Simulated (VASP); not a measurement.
# CoO (Fm-3m) in VASP: single point with PBE+U

Aim: the single point of CoO with PBE+U.

All numbers are computed with VASP 6.6.1; they aren't measurements. Logs are shortened: lines on timing, memory, paths and dates and some standing lists are left out, and cuts for length are marked.

### 1 The cell of the first run

It takes space group Fm-3m (No. 225, cubic). The conventional cell has a = 4.263 Å, b = 4.263 Å, c = 4.263 Å, α = 90.00°, β = 90.00°, γ = 90.00°. Co (site symmetry m-3m) has 6 O at 2.13 Å within 2.8 Å. Within 2.8 Å of O (site symmetry m-3m) lie 6 Co at 2.13 Å.

### 2 Single point, PBE+U

Contents of INCAR:

```
PREC = Accurate
ENCUT = 520
EDIFF = 1E-6
ISMEAR = 0
SIGMA = 0.05
LREAL = False
LASPH = True
NELM = 150
ALGO = Normal
ISIF = 2
LWAVE = False
LCHARG = True
LMAXMIX = 4
LDAU = True
LDAUTYPE = 2
LDAUL = 2 -1
LDAUU = 3.3 0
LDAUJ = 0 0
LDAUPRINT = 1
GGA = PE
LELF = True
LVHAR = True
NBANDS = 14
```

Contents of KPOINTS:

```
Automatic mesh
0
Gamma
  10 10 10
```

Contents of POSCAR:

```
CoO
1.0
    0.0000000000      2.1315016559      2.1315016559
    2.1315016559      0.0000000000      2.1315016559
    2.1315016559      2.1315016559      0.0000000000
Co O
1 1
Direct
    0.0000000000      0.0000000000      0.0000000000
    0.5000000000      0.5000000000      0.5000000000
```

Potentials or basis: VASP PAW PBE potentials, release 64 (Co, O).

Run with:

```console
> cat potpaw_PBE.64/Co/POTCAR potpaw_PBE.64/O/POTCAR > POTCAR
> mpirun -np 1 vasp_std > vasp.out
```

OUTCAR:

```text
PREC = Accurate
   ENCUT = 520
   EDIFF = 1E-6
   ISMEAR = 0
   LREAL = False
   LASPH = True
   NELM = 150
   ISIF = 2
   GGA = PE

 ion  position               nearest neighbor table
   1  0.000  0.000  0.000-   2 2.13   2 2.13   2 2.13   2 2.13   2 2.13   2 2.13
   2  0.500  0.500  0.500-   1 2.13   1 2.13   1 2.13   1 2.13   1 2.13   1 2.13

  LATTYP: Found a face centered cubic cell.
 ALAT       =     4.2630033118

  Lattice vectors:

 A1 = (   0.0000000000,   2.1315016559,   2.1315016559)
 A2 = (   2.1315016559,   0.0000000000,   2.1315016559)
 A3 = (   2.1315016559,   2.1315016559,   0.0000000000)

Analysis of symmetry for initial positions (statically):
=====================================================================
 Subroutine PRICEL returns:
 Original cell was already a primitive cell.

 Routine SETGRP: Setting up the symmetry group for a
 face centered cubic supercell.

 Subroutine GETGRP returns: Found 48 space group operations
 (whereof 48 operations were pure point group operations)
 out of a pool of 48 trial point group operations.

The static configuration has the point symmetry O_h .

Analysis of symmetry for dynamics (positions and initial velocities):
=====================================================================
 Subroutine PRICEL returns:
 Original cell was already a primitive cell.

 Routine SETGRP: Setting up the symmetry group for a
 face centered cubic supercell.

 Subroutine GETGRP returns: Found 48 space group operations
 (whereof 48 operations were pure point group operations)
 out of a pool of 48 trial point group operations.

The dynamic configuration has the point symmetry O_h .

 Subroutine INISYM returns: Found 48 space group operations
 (whereof 48 operations are pure point group operations),
 and found     1 'primitive' translations

----------------------------------------------------------------------------------------

                                     Primitive cell

  volume of cell :      19.3681

  direct lattice vectors                    reciprocal lattice vectors
     0.000000000  2.131501656  2.131501656    -0.234576407  0.234576407  0.234576407
     2.131501656  0.000000000  2.131501656     0.234576407 -0.234576407  0.234576407
     2.131501656  2.131501656  0.000000000     0.234576407  0.234576407 -0.234576407

  length of vectors
     3.014398550  3.014398550  3.014398550     0.406298255  0.406298255  0.406298255

  position of ions in fractional coordinates (direct lattice)
     0.000000000  0.000000000  0.000000000
     0.500000000  0.500000000  0.500000000

  ion indices of the primitive-cell ions
   primitive index   ion index
                 1           1
                 2           2

----------------------------------------------------------------------------------------

 KPOINTS: Automatic mesh

Automatic generation of k-mesh.
 Grid dimensions read from file:
 generate k-points for:   10   10   10

 Generating k-lattice:

  Cartesian coordinates                     Fractional coordinates (reciprocal lattice)
    -0.023457641  0.023457641  0.023457641     0.100000000  0.000000000  0.000000000
     0.023457641 -0.023457641  0.023457641     0.000000000  0.100000000  0.000000000
     0.023457641  0.023457641 -0.023457641     0.000000000  0.000000000  0.100000000

  Length of vectors
     0.040629826  0.040629826  0.040629826

  Shift w.r.t. Gamma in fractional coordinates (k-lattice)
     0.000000000  0.000000000  0.000000000

 Subroutine IBZKPT returns following result:
[... 39 lines left out ...]
 SYSTEM =  unknown system
   PREC   = accura    normal or accurate (medium, high low for compatibility)
   ISTART =      0    job   : 0-new  1-cont  2-samecut
   ICHARG =      2    charge: 1-file 2-atom 10-const
   ISPIN  =      1    spin polarized calculation?
   LNONCOLLINEAR =      F non collinear calculations
   LSORBIT =      F    spin-orbit coupling
   LASPH  =      T    aspherical Exc in radial PAW
   ENCUT  =  520.0 eV  38.22 Ry    6.18 a.u.   5.60  5.60  5.60*2*pi/ulx,y,z
   NELM   =    150;   NELMIN=  2; NELMDL= -5     # of ELM steps
   EDIFF  = 0.1E-05   stopping-criterion for ELM
   LREAL  =      F    real-space projection
   EDIFFG = 0.1E-04   stopping-criterion for IOM
   NSW    =      0    number of steps for IOM
   IBRION =     -1    ionic relax: 0-MD 1-quasi-New 2-CG
   NFREE  =      0    steps in history (QN), initial steepest desc. (CG)
   ISIF   =      2    stress and relaxation
   ISYM   =      2    0-nonsym 1-usesym 2-fastsym
   POTIM  = 0.5000    time-step for ionic-motion
   TEBEG  =    0.0;   TEEND  =   0.0 temperature during run
   PSTRESS=    0.0 pullay stress
   NELECT =      15.0000    total number of electrons
   NUPDOWN=      -1.0000    fix difference up-down
   EMIN   =  10.00;   EMAX   =-10.00  energy-range for DOS
   EFERMI =   0.00;   METHOD = LEGACY
   ISMEAR =     0;   SIGMA  =   0.05  broadening in eV -4-tet -1-fermi 0-gaus
   EFERMI_NEDOS =   21; number of points for ismear=-14 and -15
   IALGO  =     38    algorithm
   IMIX   =      4    mixing-type and parameters
     AMIX     =   0.40;   BMIX     =  1.00
     AMIX_MAG =   1.60;   BMIX_MAG =  1.00
  volume/ion in A,a.u.               =       9.68        65.35
  Fermi-wavevector in a.u.,A,eV,Ry     =   1.503406  2.841025 30.752286  2.260229
  Thomas-Fermi vector in A             =   2.614520
   LORBIT       =      0    0 simple, 1 ext, 2 COOP (PROOUT), +10 PAW based schemes
 LDA+U is selected, type is set to LDAUTYPE =  2
   angular momentum for each species LDAUL =     2   -1
   U (eV)           for each species LDAUU =   3.3  0.0
   J (eV)           for each species LDAUJ =   0.0  0.0
   GGA     = PE    functional components
   LHFCALC =     F    Hartree Fock is set to
   AEXX    =    0.0000 exact exchange contribution
   IVDW    =     0    specifies the selected vdW correction
   LEPSILON=     F    determine dielectric tensor
   LRPA    =     F    only Hartree local field effects (RPA)
 non-spin polarized calculation
 Gauss-broadening in eV      SIGMA  =   0.05
  energy-cutoff  :      520.00
  volume of cell :       19.37
 maximum number of plane-waves:       544
 NGX is ok and might be reduce to    24
   NGX = 11   NGY = 11   NGZ = 11

atom =   1  type =  1  l = 2

 onsite density matrix

spin component  1

  0.9584  0.0000  0.0000 -0.0000  0.0000
  0.0000  0.9584 -0.0000  0.0000  0.0000
  0.0000 -0.0000  0.4040  0.0000  0.0000
 -0.0000  0.0000  0.0000  0.9584  0.0000
  0.0000  0.0000  0.0000  0.0000  0.4040

spin component  2

  0.9584  0.0000  0.0000 -0.0000  0.0000
  0.0000  0.9584 -0.0000  0.0000  0.0000
  0.0000 -0.0000  0.4040  0.0000  0.0000
 -0.0000  0.0000  0.0000  0.9584  0.0000
  0.0000  0.0000  0.0000  0.0000  0.4040

 occupancies and eigenvectors

  o =  0.4040  v =  0.0000 -0.0000 -0.9703 -0.0000 -0.2419  0.0000  0.0000  0.0000  0.0000  0.0000      0.0000  0.0000  0.0000  0.0000  0.0000  0.0000  0.0000  0.0000  0.0000  0.0000
  o =  0.4040  v =  0.0000  0.0000  0.0000  0.0000  0.0000  0.0000 -0.0000 -0.9703 -0.0000 -0.2419      0.0000  0.0000  0.0000  0.0000  0.0000  0.0000  0.0000  0.0000  0.0000  0.0000
  o =  0.4040  v =  0.0000  0.0000 -0.2419 -0.0000  0.9703  0.0000  0.0000  0.0000  0.0000  0.0000      0.0000  0.0000  0.0000  0.0000  0.0000  0.0000  0.0000  0.0000  0.0000  0.0000
  o =  0.4040  v =  0.0000  0.0000  0.0000  0.0000  0.0000  0.0000  0.0000 -0.2419 -0.0000  0.9703      0.0000  0.0000  0.0000  0.0000  0.0000  0.0000  0.0000  0.0000  0.0000  0.0000
  o =  0.9584  v =  0.0000  0.0000  0.0000  0.0000  0.0000  0.0000 -0.9999 -0.0000  0.0160  0.0000      0.0000  0.0000  0.0000  0.0000  0.0000  0.0000  0.0000  0.0000  0.0000  0.0000
  o =  0.9584  v =  0.0000 -0.9999 -0.0000  0.0160  0.0000  0.0000  0.0000  0.0000  0.0000  0.0000      0.0000  0.0000  0.0000  0.0000  0.0000  0.0000  0.0000  0.0000  0.0000  0.0000
  o =  0.9584  v =  0.0000  0.0000  0.0000  0.0000  0.0000  0.0000 -0.0160  0.0000 -0.9999 -0.0000      0.0000  0.0000  0.0000  0.0000  0.0000  0.0000  0.0000  0.0000  0.0000  0.0000
  o =  0.9584  v =  0.0000 -0.0160  0.0000 -0.9999 -0.0000  0.0000  0.0000  0.0000  0.0000  0.0000      0.0000  0.0000  0.0000  0.0000  0.0000  0.0000  0.0000  0.0000  0.0000  0.0000
  o =  0.9584  v =  1.0000  0.0000  0.0000  0.0000  0.0000  0.0000  0.0000  0.0000  0.0000  0.0000      0.0000  0.0000  0.0000  0.0000  0.0000  0.0000  0.0000  0.0000  0.0000  0.0000
  o =  0.9584  v =  0.0000  0.0000  0.0000  0.0000  0.0000  1.0000  0.0000  0.0000  0.0000  0.0000      0.0000  0.0000  0.0000  0.0000  0.0000  0.0000  0.0000  0.0000  0.0000  0.0000

 number of electron      15.0000008 magnetization

 Free energy of the ion-electron system (eV)
  ---------------------------------------------------
  ext. energy  EPLUGINS =         0.00000000
  ---------------------------------------------------
  free energy    TOTEN  =       -10.46689231 eV

  energy without entropy =      -10.46281402  energy(sigma->0) =      -10.46485316

 E-fermi :   7.8935     XC(G=0): -12.3708

 val. band max:        7.8923331773   @ k =   0.5000   0.3000   0.1000
 cond. band min:       7.9032481506   @ k =  -0.3000   0.3000   0.0000
 fundamental gap:      0.0109149733
 Fermi energy:         7.8935427415

 k-point     1 :       0.0000    0.0000    0.0000
  band No.  band energies     occupation
      1     -12.5231      2.00000
      2       4.4820      2.00000
      3       4.4820      2.00000
      4       4.4820      2.00000
      5       4.9042      2.00000
      6       4.9042      2.00000
      7       4.9043      2.00000
      8       6.9906      2.00000
      9       6.9907      2.00000
     10       9.0617      0.00000
     11      24.8062      0.00000
     12      25.4857      0.00000
     13      25.4857      0.00000
     14      25.4857      0.00000
[... 377 lines left out ...]
      1     -11.4871      2.00000
      2       0.9779      2.00000
      3       2.8979      2.00000
      4       3.2105      2.00000
      5       4.5063      2.00000
      6       6.0482      2.00000
      7       6.0839      2.00000
      8       7.5587      2.00000
      9       8.1722      0.00000
     10      14.2586      0.00000
     11      18.3867      0.00000
     12      19.4142      0.00000
     13      23.4970      0.00000
     14      24.1954      0.00000

 [... further k-points ...]
[... 5 lines left out ...]
  --------------------------------------------------------------------------------------
  -------------------------------------------------------------------------------------
  Total       -2.4052286     -2.4052286     -2.4052286      0.0000000     -0.0000000      0.0000000
  in kB     -198.9664848   -198.9664848   -198.9664848      0.0000000     -0.0000000      0.0000000
  external PRESSURE =    -198.9664848 kB  Pullay stress =       0.0000000 kB

 VOLUME and BASIS-vectors are now :
 -----------------------------------------------------------------------------
  energy-cutoff  :      520.00
  volume of cell :       19.37
      direct lattice vectors                 reciprocal lattice vectors
     0.000000000  2.131501656  2.131501656    -0.234576407  0.234576407  0.234576407
     2.131501656  0.000000000  2.131501656     0.234576407 -0.234576407  0.234576407
     2.131501656  2.131501656  0.000000000     0.234576407  0.234576407 -0.234576407

 POSITION                                       TOTAL-FORCE (eV/Angst)
 -----------------------------------------------------------------------------------
      0.00000      0.00000      0.00000         0.000000      0.000000      0.000000
      2.13150      2.13150      2.13150        -0.000000     -0.000000      0.000000
 -----------------------------------------------------------------------------------
    total drift:                                0.000000     -0.000000     -0.000000

  FREE ENERGIE OF THE ION-ELECTRON SYSTEM (eV)
  ---------------------------------------------------
  free  energy   TOTEN  =       -10.4668923076 eV

  energy  without entropy=      -10.4628140221  energy(sigma->0) =      -10.46485316
```

Run time: 10 s. Hardware: 1 thread of AMD EPYC 7R13, shared host; peak memory 0.14 GiB.

What came out:

| Quantity | Value |
| --- | --- |
| Free energy | -10.4669 eV |
| Pressure | -19.9 GPa |

Eigenvalues of the final occupation matrices:
```csv
site,spin,trace,eigenvalues
site 1 d,1,3.68,0.40 0.40 0.96 0.96 0.96
site 1 d,2,3.68,0.40 0.40 0.96 0.96 0.96
```

Caveat: an odd number of electrons without spin polarisation forces a metal; a magnetic or distorted state may lie lower; the run has no spin polarisation, though such a crystal can be magnetic; U without spin polarisation on a metal has little footing. Spin polarisation is off, so any magnetic state and its effect on volume and gap are missing.
